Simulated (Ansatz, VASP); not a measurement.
Two plane-wave programs on Cr2O3

File INCAR:

```
PREC = Accurate ; ENCUT = 520
EDIFF = 1E-7 ; ISMEAR = 0
SIGMA = 0.02 ; LREAL = False
LASPH = True ; NELM = 150
ALGO = Normal ; ISIF = 2
LWAVE = False ; LCHARG = False
LMAXMIX = 4 ; LDAU = True
LDAUTYPE = 2 ; LDAUL = 2 -1
LDAUU = 3.7 0 ; LDAUJ = 0 0
LDAUPRINT = 1 ; GGA = PE
NBANDS = 53
```

Contents of KPOINTS:

```
Automatic mesh
0
Gamma
  4 4 4
```

File POSCAR:

```
Cr2O3
1.0
    2.4564000900      1.4182032500      4.4896300000
   -2.4564000900      1.4182032500      4.4896300000
    0.0000000000     -2.8364065000      4.4896300000
Cr O
4 6
Direct
    0.8475000000      0.8475000000      0.8475000000
    0.6525000000      0.6525000000      0.6525000000
    0.1525000000      0.1525000000      0.1525000000
    0.3475000000      0.3475000000      0.3475000000
    0.0519000000      0.4481000000      0.7500000000
    0.7500000000      0.0519000000      0.4481000000
    0.4481000000      0.7500000000      0.0519000000
    0.9481000000      0.5519000000      0.2500000000
    0.2500000000      0.9481000000      0.5519000000
    0.5519000000      0.2500000000      0.9481000000
```

Input for Ansatz:

```yaml
crystal:
  lattice:
    - [2.45640009, 1.41820325, 4.48963]
    - [-2.45640009, 1.41820325, 4.48963]
    - [0.0, -2.8364065, 4.48963]
  atoms:
    - { symbol: Cr, position: [0.8475, 0.8475, 0.8475] }
    - { symbol: Cr, position: [0.6525, 0.6525, 0.6525] }
    - { symbol: Cr, position: [0.1525, 0.1525, 0.1525] }
    - { symbol: Cr, position: [0.3475, 0.3475, 0.3475] }
    - { symbol: O, position: [0.0519, 0.4481, 0.75] }
    - { symbol: O, position: [0.75, 0.0519, 0.4481] }
    - { symbol: O, position: [0.4481, 0.75, 0.0519] }
    - { symbol: O, position: [0.9481, 0.5519, 0.25] }
    - { symbol: O, position: [0.25, 0.9481, 0.5519] }
    - { symbol: O, position: [0.5519, 0.25, 0.9481] }
hamiltonian:
  xc: pbe
  pseudopotentials: { kind: paw }
  hubbard: { sites: [{ species: Cr, l: d, u_eff: 3.7 }] }
basis:
  ecutwfc: 420
kpoints:
  mp_grid: { grid: [4, 4, 4] }
scf:
  occupations: { method: gaussian, width: 0.02 }
  lower_state_search: "off"
output:
  forces: true
  stress: true
```

Alike in both runs: task single point; functional PBE; k mesh 4 × 4 × 4; occupations gaussian, width 0.02 eV; no spin polarisation; Hubbard terms Cr d U = 3.7 eV.

|  | VASP | Ansatz |
| --- | --- | --- |
| version | VASP 6.6.1 | Ansatz 0.2.0 |
| potentials or method | VASP PAW PBE potentials, release 64 (Cr_pv, O), cutoff 520 eV | PAW, plane waves, scalar-relativistic |
| valence electrons in the cell | 84 | 92 |

|  | VASP | Ansatz | Ansatz less VASP |
| --- | --- | --- | --- |
| pressure (GPa) | 9.3 | 5.5 | -3.82 |
| traceless stress, the component that is largest in VASP (GPa) | 10.92 | 10.89 | -0.028 |
| rms of the force components (eV/Å) | 0.665 | 0.628 | -0.0368 |

The programs project onto different local orbitals, so the same U acts differently, and such runs can settle in different states. Atom by atom the forces differ by 0.061 eV/Å (rms over components). VASP's potentials hold 84 valence electrons a cell and Ansatz's 92, so a difference there can come from the potentials and not from the codes. Ansatz's warnings: filled band counts differ across k points.

The k mesh is coarse, so the values compare programs but aren't converged.
